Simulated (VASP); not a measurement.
Wanted: the native input for a VASP 6.6.1 run.

* Task: single point
* Functional: PBE
* Potentials or basis: VASP PAW PBE potentials, release 64 (Sn_d, Se)
* Cutoff: 520 eV
* k mesh: 15 × 15 × 4
* Occupations: gaussian, width 0.1 eV
* Spin: no spin polarisation
* Dipole correction: no
* Further INCAR settings: ALGO = Normal; EDIFF = 1e-07; NBANDS = 20

The structure of SnSe2 lies in POSCAR:

```
SnSe2
1.0
    3.7948002487      0.0000000000      0.0000000000
   -1.8974001244      3.2863934177      0.0000000000
    0.0000000000      0.0000000000     12.3404175076
Sn Se
1 2
Direct
    0.0000000000      0.0000000000      0.0000000000
    0.3333333333      0.6666666667      0.1398027024
    0.3333333333      0.6666666667      0.8601972976
```

These files were run (other wordings do the same):

INCAR

```
SYSTEM = SnSe2
PREC = Accurate
ENCUT = 520
EDIFF = 1E-7
ISMEAR = 0
SIGMA = 0.1
LREAL = .False.
LASPH = .True.
NELM = 60
ALGO = Normal
ISIF = 2
LWAVE = .False.
LCHARG = .True.
GGA = PE
LELF = .True.
LVHAR = .True.
NBANDS = 20
```

KPOINTS

```
Automatic mesh
0
Gamma
  15 15 4
  0 0 0
```

Potentials or basis: VASP PAW PBE potentials, release 64 (Sn_d, Se).

The run is started by

```bash
$ cat potpaw_PBE.64/Sn_d/POTCAR potpaw_PBE.64/Se/POTCAR > POTCAR
$ mpirun -np 1 vasp_std > vasp.out
```

It gave:

The largest force is 0.014 eV/Å and the band gap on the k mesh is 0.05 eV (least direct gap 0.49 eV).

Caveat: there is no dipole correction, which matters where the two faces differ; semilocal functionals underestimate gaps, and a narrow one can read as zero; spin-orbit coupling is left out, which moves the levels of the heavy elements.

Run time: 5 min on 1 thread of Intel(R) Xeon(R) Platinum 8488C (Sapphire Rapids), on a shared host, peak memory 0.41 GiB.
